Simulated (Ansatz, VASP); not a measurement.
Two plane-wave programs on TiCo3

File INCAR:

```
PREC     = Accurate       # precision mode
ENCUT    = 520            # plane-wave cutoff, eV
EDIFF    = 1E-6           # SCF threshold, eV
ISMEAR   = 0              # smearing method
SIGMA    = 0.01           # smearing width, eV
LREAL    = F              # projectors in reciprocal space
LASPH    = T              # aspherical terms in the spheres
NELM     = 150            # most SCF steps
ALGO     = Normal         # electronic algorithm
ISIF     = 2              # what is computed and relaxed
LWAVE    = F              # write WAVECAR
LCHARG   = T              # write CHGCAR
ISPIN    = 2              # spin polarisation
MAGMOM   = -0.42 1.21 1.21 1.21 # initial moments
LORBIT   = 11             # projections on sites
LMAXMIX  = 4              # l up to which the mixer works
GGA      = PS             # functional
LELF     = T              # ELF
LVHAR    = T            
NBANDS   = 32             # bands
```

Contents of KPOINTS:

```
regular mesh
0
Gamma
  12 12 12
```

The input POSCAR:

```
TiCo3
1.0
    3.6140000000      0.0000000000      0.0000000000
    0.0000000000      3.6140000000      0.0000000000
    0.0000000000      0.0000000000      3.6140000000
Ti Co
1 3
Direct
    0.0000000000      0.0000000000      0.0000000000
    0.0000000000      0.5000000000      0.5000000000
    0.5000000000      0.0000000000      0.5000000000
    0.5000000000      0.5000000000      0.0000000000
```

Input for Ansatz:

```yaml
crystal:
  lattice:
    - [3.614, 0.0, 0.0]
    - [0.0, 3.614, 0.0]
    - [0.0, 0.0, 3.614]
  atoms:
    - { symbol: Ti, position: [0.0, 0.0, 0.0], spin: -0.42 }
    - { symbol: Co, position: [0.0, 0.5, 0.5], spin: 1.21 }
    - { symbol: Co, position: [0.5, 0.0, 0.5], spin: 1.21 }
    - { symbol: Co, position: [0.5, 0.5, 0.0], spin: 1.21 }
basis:
  ecutwfc: 420
kpoints:
  mp_grid: { grid: [12, 12, 12] }
hamiltonian:
  xc: pbesol
scf:
  occupations: { method: gaussian, width: 0.01 }
output:
  forces: true
  stress: true
  eigenvalues: true
  populations: true
magnetization:
  spin_polarized: true
```

Alike in both runs: task single point; functional PBEsol; k mesh 12 × 12 × 12; occupations gaussian, width 0.01 eV; collinear spin.

|  | VASP | Ansatz |
| --- | --- | --- |
| version | VASP 6.6.1 | Ansatz 0.2.0 |
| potentials or method | VASP PAW PBE potentials, release 64 (Ti_sv, Co), cutoff 520 eV | scalar-relativistic, plane waves, PAW |
| valence electrons in the cell | 39 | 63 |

Ansatz gave:

* gap on the k mesh at the Fermi level (eV): none
* pressure (GPa): -10.3
* net moment per atom (μB): 0.67
* size of the moment on the site where the two differ most (μB): 1.10

Q: Which values does VASP return?

A: gap on the k mesh at the Fermi level (eV): none; pressure (GPa): -13.6; net moment per atom (μB): 0.25; size of the moment on the site where the two differ most (μB): 0.42.

The net moments are unlike, so the other rows may belong to different states. VASP's potentials were made for PBE, not for PBEsol. Site moments also hang on the region over which each program counts them. A gap of «none» marks a metal or a gap that the smearing closes. VASP's potentials hold 39 valence electrons a cell and Ansatz's 63, so a difference there can come from the potentials and not from the codes.
